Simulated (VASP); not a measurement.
A run of VASP 6.6.1 is set up as follows.

Contents of INCAR:

```
  PREC = Accurate
  ENCUT = 700
  EDIFF = 1E-6
  ISMEAR = 0
  SIGMA = 0.15
  LREAL = F
  LASPH = T
  NELM = 120
  ALGO = Normal
  ISIF = 2
  LWAVE = F
  LCHARG = F
  GGA = PS
  NBANDS = 16
  GGA_COMPAT = F
```

The input KPOINTS:

```
regular mesh
0
Gamma
  20 20 20
```

POSCAR

```
TaN
1.0
    0.2714897500      2.3117433824      2.3117433824
    2.3117433824      0.2714897500      2.3117433824
    2.3117433824      2.3117433824      0.2714897500
Ta N
1 1
Direct
    0.5000000000      0.5000000000      0.5000000000
    0.0000000000      0.0000000000      0.0000000000
```

Potentials or basis: VASP PAW PBE potentials, release 64 (Ta_sv_GW, N).

Run with:

```sh
$ cat potpaw_PBE.64/Ta_sv_GW/POTCAR potpaw_PBE.64/N/POTCAR > POTCAR
$ mpirun -np 1 vasp_std > vasp.out
```

Question: Predict the band gap on the k mesh.

Answer: Zero (bands 9 and 10 overlap by 2.33 eV).

Question: What does it give for the pressure?

Answer: 12.0 GPa.

Stress tensor (GPa, compression positive):
```
11.95 -6.80 -6.80
-6.80 11.95 -6.80
-6.80 -6.80 11.95
```

Caveat: the cell stands under pressure; the PAW data sets were made with another functional, which shifts forces and pressure a little; spin-orbit coupling is left out, which moves the levels of the heavy elements.
